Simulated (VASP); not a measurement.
Set up this calculation in VASP 6.6.1, as the native input.

```yaml
Task: single point
Functional: PBE
Potentials_or_basis: VASP PAW PBE potentials, release 64 (Lu, Si, Ge_d)
Cutoff: 520 eV
k_mesh: 3 × 3 × 3
Occupations: gaussian, width 0.1 eV
Spin: no spin polarisation
Dipole_correction: no
Further_INCAR_settings: ALGO = Normal; EDIFF = 1e-07; NBANDS = 46
```

The structure of LuSi2Ge3 lies in POSCAR:

```
LuSi2Ge3
1.0
    3.2514633700      1.8772332500      3.5884568100
   -3.2514633700      1.8772332500      3.5884568100
    0.0000000000     -3.7544665000      3.5884568100
Lu Si Ge
1 2 3
Direct
    0.5000000000      0.5000000000      0.5000000000
    0.8599414700      0.8599414700      0.8599414700
    0.1400585300      0.1400585300      0.1400585300
    0.1844627300      0.8155372700      0.0000000000
    0.0000000000      0.1844627300      0.8155372700
    0.8155372700      0.0000000000      0.1844627300
```

The cell was built from a structure type or drawn by symmetry, and may not be a known phase.

The input as run:

INCAR

```
ALGO = Normal
EDIFF = 1E-7
ENCUT = 520
GGA = PE
ISIF = 2
ISMEAR = 0
LASPH = True
LCHARG = False
LREAL = False
LWAVE = False
NBANDS = 46
NELM = 60
PREC = Accurate
SIGMA = 0.1
```

KPOINTS

```
k-points
0
Gamma
  3 3 3
```

Potentials or basis: VASP PAW PBE potentials, release 64 (Lu, Si, Ge_d).

The run is started by

```bash
$ cat potpaw_PBE.64/Lu/POTCAR potpaw_PBE.64/Si/POTCAR potpaw_PBE.64/Ge_d/POTCAR > POTCAR
$ mpirun -np 1 vasp_std > vasp.out
```

It gave:

```
Pressure               : 57.2 GPa
Largest force          : 23.789 eV/Å
Band gap on the k mesh : zero (an odd number of electrons rules out a gap without spin polarisation)
```

Caveat: the k points lie up to 0.42 Å⁻¹ apart, too coarse for converged energies and pressures of a metal; spin-orbit coupling is left out, which moves the levels of the heavy elements; forces of over 1 eV/Å act on the atoms, so gaps and moduli don't describe the material at rest.

Run time: 42 s on 1 thread of Intel(R) Xeon(R) 6975P-C (Granite Rapids), on a shared host, peak memory 0.26 GiB.
